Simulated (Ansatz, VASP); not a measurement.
One calculation of Zn2W, two programs

```
CELL_PARAMETERS angstrom
2.79345 0.00000 0.00000
-1.39672 2.41920 0.00000
0.00000 0.00000 13.17860
ATOMIC_POSITIONS crystal
Zn 0.33333 0.66667 0.58073
Zn 0.66667 0.33333 0.08073
Zn 0.33333 0.66667 0.91927
Zn 0.66667 0.33333 0.41927
W 0.33333 0.66667 0.25000
W 0.66667 0.33333 0.75000
```

Alike in both runs: functional r2SCAN; k mesh 6 × 6 × 2; occupations gaussian, width 0.1 eV; no spin polarisation.

Ansatz relaxed the structure, and its values are those at the end. VASP's run is a single point on that final structure, the one shown.

|  | VASP | Ansatz |
| --- | --- | --- |
| version | VASP 6.6.1 | Ansatz 0.2.0 |
| potentials or method | VASP PAW PBE potentials, release 64 (Zn, W_sv), cutoff 520 eV | scalar-relativistic, plane waves, PAW |
| valence electrons in the cell | 76 | 76 |

```csv
,VASP,Ansatz,Ansatz less VASP
gap on the k mesh at the Fermi level (eV),none,none,-
pressure (GPa),0.6,0.0,-0.59
rms of the force components (eV/Å),0.006,0.000,-0.0060
```

VASP's potentials were made for PBE, not for r2SCAN. A gap of «none» marks a metal or a gap that the smearing closes.

The k mesh is coarse, so the values compare programs but aren't converged. Neither program's run includes spin-orbit coupling.
